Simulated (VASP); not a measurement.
Input of a VASP 6.6.1 run:

The input INCAR:

```
SYSTEM = Pt
PREC = Accurate ; ENCUT = 600
EDIFF = 1E-7 ; ISMEAR = 0
SIGMA = 0.1 ; LREAL = .FALSE.
LASPH = .TRUE. ; NELM = 100
ALGO = Fast ; ISIF = 3
LWAVE = .FALSE. ; LCHARG = .FALSE.
GGA = PE ; IBRION = 2
NSW = 70 ; EDIFFG = -0.008
PSTRESS = 400.0
```

File KPOINTS:

```
regular mesh
0
G
  18 18 18
  0 0 0
```

Contents of POSCAR:

```
Pt
1.0
    0.0000000000      1.9060368897      1.9060368897
    1.9060368897      0.0000000000      1.9060368897
    1.9060368897      1.9060368897      0.0000000000
Pt
1
Direct
    0.0000000000      0.0000000000      0.0000000000
```

Potentials or basis: VASP PAW PBE potentials, release 64 (Pt).

Run with:

```bash
$ cat potpaw_PBE.64/Pt/POTCAR > POTCAR
$ mpirun -np 1 vasp_std > vasp.out
```

(1) Predict the band gap on the k mesh.

(2) What does it give for the relaxed cell?

(3) Predict the space group after relaxing (to 0.05 Å).

(4) Estimate the relaxed volume.

## Answers

(1) zero (band 5 reaches 13.51 eV, above the bottom of band 6 at 10.92 eV).

(2) a = 2.699 Å, b = 2.699 Å, c = 2.699 Å, α = 60.00°, β = 60.00°, γ = 60.00°.

(3) Fm-3m (No. 225).

(4) 13.90 Å³/atom.

Caveat: the cell is relaxed towards a set pressure, so the enthalpy falls and the energy may rise; spin-orbit coupling is left out, which moves the levels of the heavy elements.
